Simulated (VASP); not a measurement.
The system is Cd.

```
Cd
1.0
     2.91806    0.00000    0.00000
    -1.45903    2.52711    0.00000
     0.00000    0.00000    5.50297
Cd
2
Direct
  0.66667 0.33333 0.75000
  0.33333 0.66667 0.25000
```

Base run:

```yaml
Program: VASP 6.6.1
Functional: PBEsol
Potentials_or_basis: VASP PAW PBE potentials, release 64 (Cd)
Cutoff: 520 eV
k_mesh: 10 × 10 × 5
Occupations: fermi-dirac, width 0.05 eV
Spin: no spin polarisation
```

Its results: band gap on the k mesh zero (band 12 reaches 4.33 eV, above the bottom of band 13 at 0.26 eV); pressure 2.9 GPa.

The run is repeated on the same cell with these changes: functional from PBEsol to PBE; further incar settings from ALGO = Normal; EDIFF = 1e-07; NBANDS = 19 to ALGO = Fast; EDIFF = 1e-06; NBANDS = 19. What comes out?

Band gap on the k mesh zero (band 12 reaches 4.54 eV, above the bottom of band 13 at 0.46 eV); pressure 7.9 GPa.

Caveats: the PAW data sets were made with another functional, which shifts forces and pressure a little (some runs).
